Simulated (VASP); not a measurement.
**MoW3: single point with PBE**

The system is MoW3.

```
CELL_PARAMETERS angstrom
4.48838 0.00000 0.00000
0.00000 4.48838 0.00000
0.00000 0.00000 3.18780
ATOMIC_POSITIONS crystal
Mo 0.00000 0.00000 0.50000
W 0.00000 0.50000 0.00000
W 0.50000 0.50000 0.50000
W 0.50000 0.00000 0.00000
```

| Item | Value |
| --- | --- |
| Program | VASP 6.6.1 |
| Task | single point |
| Functional | PBE |
| Potentials or basis | VASP PAW PBE potentials, release 64 (Mo_sv, W_sv) |
| Cutoff | 520 eV |
| k mesh | 4 × 4 × 6 |
| Occupations | gaussian, width 0.1 eV |
| Spin | collinear spin |
| Starting moments | [1.0, 0.0, 0.0, 0.0] μB |
| Dipole correction | no |
| Further INCAR settings | ALGO = Normal; EDIFF = 1e-06; NBANDS = 40 |

```yaml
Pressure: 0.5 GPa
Band_gap_on_the_k_mesh: zero (filled and empty bands overlap)
Net_moment: 0.00 μB per cell
Valence_electrons_inside_the_program's_atomic_spheres: Mo 12.51; W 12.03, 12.07 (each value once)
```

Stress tensor (GPa, compression positive):
```
0.45 0.00 0.00
0.00 0.45 0.00
0.00 0.00 0.56
```

Levels at points of the mesh, in eV from the Fermi level:
Spin up:
```
           k point  band 26  band 27  band 28  band 29  band 30  band 31
(0.00, 0.00, 0.00)    -1.31     0.77     0.77     1.72     1.81     1.97
(0.50, 0.00, 0.00)    -1.81    -0.92    -0.74     0.08     0.11     1.11
(0.50, 0.50, 0.00)    -0.77    -0.77    -0.65    -0.56    -0.56    -0.56
(0.00, 0.00, 0.50)    -2.79    -0.70    -0.70    -0.54    -0.54     0.99
(0.50, 0.00, 0.50)    -2.21    -2.17    -2.07     1.33     1.44     1.73
(0.50, 0.50, 0.50)     0.75     0.75     0.93     1.55     1.84     1.89
```
Spin down:
| k point | band 26 | band 27 | band 28 | band 29 | band 30 | band 31 |
| --- | --- | --- | --- | --- | --- | --- |
| (0.00, 0.00, 0.00) | -1.31 | 0.77 | 0.77 | 1.72 | 1.81 | 1.97 |
| (0.50, 0.00, 0.00) | -1.81 | -0.92 | -0.74 | 0.08 | 0.11 | 1.11 |
| (0.50, 0.50, 0.00) | -0.77 | -0.77 | -0.65 | -0.56 | -0.56 | -0.56 |
| (0.00, 0.00, 0.50) | -2.79 | -0.70 | -0.70 | -0.54 | -0.54 | 0.99 |
| (0.50, 0.00, 0.50) | -2.21 | -2.17 | -2.07 | 1.33 | 1.44 | 1.73 |
| (0.50, 0.50, 0.50) | 0.75 | 0.75 | 0.93 | 1.55 | 1.84 | 1.89 |

Wall time 91 s on 1 thread of Intel(R) Xeon(R) 6975P-C (Granite Rapids), on a shared host, peak memory 0.25 GiB.

Caveat: spin-orbit coupling is left out, which moves the levels of the heavy elements.
